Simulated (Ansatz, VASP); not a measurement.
## Two plane-wave programs on MgO

File INCAR:

```
ALGO = Normal ; EDIFF = 1E-7
ENCUT = 520 ; GGA = PE
ISIF = 2 ; ISMEAR = -1
LASPH = T ; LCHARG = F
LREAL = F ; LWAVE = F
NBANDS = 11 ; NELM = 60
PREC = Accurate ; SIGMA = 0.0666
```

Contents of KPOINTS:

```
k-points
0
Gamma
  7 7 7
```

File POSCAR:

```
MgO
1.0
    0.0000000000      2.2119513600      2.2119513600
    2.2119513600      0.0000000000      2.2119513600
    2.2119513600      2.2119513600      0.0000000000
Mg O
1 1
Direct
    0.0000000000      0.0000000000      0.0000000000
    0.5000000000      0.5000000000      0.5000000000
```

Input for Ansatz:

```yaml
crystal:
  lattice:
    - [0.0, 2.21195136, 2.21195136]
    - [2.21195136, 0.0, 2.21195136]
    - [2.21195136, 2.21195136, 0.0]
  atoms:
    - { symbol: Mg, position: [0.0, 0.0, 0.0] }
    - { symbol: O, position: [0.5, 0.5, 0.5] }
  symmetry: { tolerance: 0.0003 }
kpoints:
  mp_grid: { grid: [7, 7, 7], shift: [0, 0, 0] }
magnetization:
  spin_polarized: false
scf:
  occupations: { method: fermi_dirac, width: 0.0666 }
hamiltonian:
  pseudopotentials: { kind: paw }
  xc: pbe
basis:
  ecutwfc: 420
output:
  forces: true
  stress: true
  eigenvalues: true
```

Alike in both runs: task single point; functional PBE; k mesh 7 × 7 × 7; occupations fermi-dirac, width 0.0666 eV; no spin polarisation.

|  | VASP | Ansatz |
| --- | --- | --- |
| version | VASP 6.6.1 | Ansatz 0.2.0 |
| potentials or method | VASP PAW PBE potentials, release 64 (Mg, O), cutoff 520 eV | PAW plane waves |
| valence electrons in the cell | 8 | 16 |

|  | VASP | Ansatz | Ansatz less VASP |
| --- | --- | --- | --- |
| gap on the k mesh at the Fermi level (eV) | 3.42 | 3.44 | +0.020 |
| pressure (GPa) | -14.5 | -13.8 | +0.70 |

With one functional, cell and mesh, what is left measures potentials, basis and numerics. VASP's potentials hold 8 valence electrons a cell and Ansatz's 16, so a difference there can come from the potentials and not from the codes.
